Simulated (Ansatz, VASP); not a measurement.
# One calculation of Te2Mo, two programs

```
Mo Te
1.0
     3.51945    0.00000    0.00000
    -1.75973    3.04794    0.00000
     0.00000    0.00000    7.21445
Mo Te
1 2
Direct
  0.00000 0.00000 0.00000
  0.33333 0.66667 0.25342
  0.66667 0.33333 0.74658
```

Alike in both runs: task single point; functional r2SCAN; k mesh 12 × 12 × 4; occupations fermi-dirac, width 0.02 eV; no spin polarisation.

|  | VASP | Ansatz |
| --- | --- | --- |
| version | VASP 6.6.1 | Ansatz 0.2.0 |
| potentials or method | VASP PAW PBE potentials, release 64 (Mo_sv, Te) | plane waves, PAW |
| plane-wave cutoff (eV) | 520 | 500 |
| valence electrons in the cell | 26 | 46 |

```csv
,VASP,Ansatz,Ansatz less VASP
pressure (GPa),1.3,1.2,-0.12
"traceless stress, the component that is largest in VASP (GPa)",-0.01,-0.08,-0.065
rms of the force components (eV/Å),0.000,0.013,+0.0126
```

VASP's potentials were made for PBE, not for r2SCAN. Atom by atom the forces differ by 0.013 eV/Å (rms over components). With one functional, cell and mesh, what is left measures potentials, basis and numerics. VASP's potentials hold 26 valence electrons a cell and Ansatz's 46, so a difference there can come from the potentials and not from the codes.

Spin-orbit coupling is off throughout.
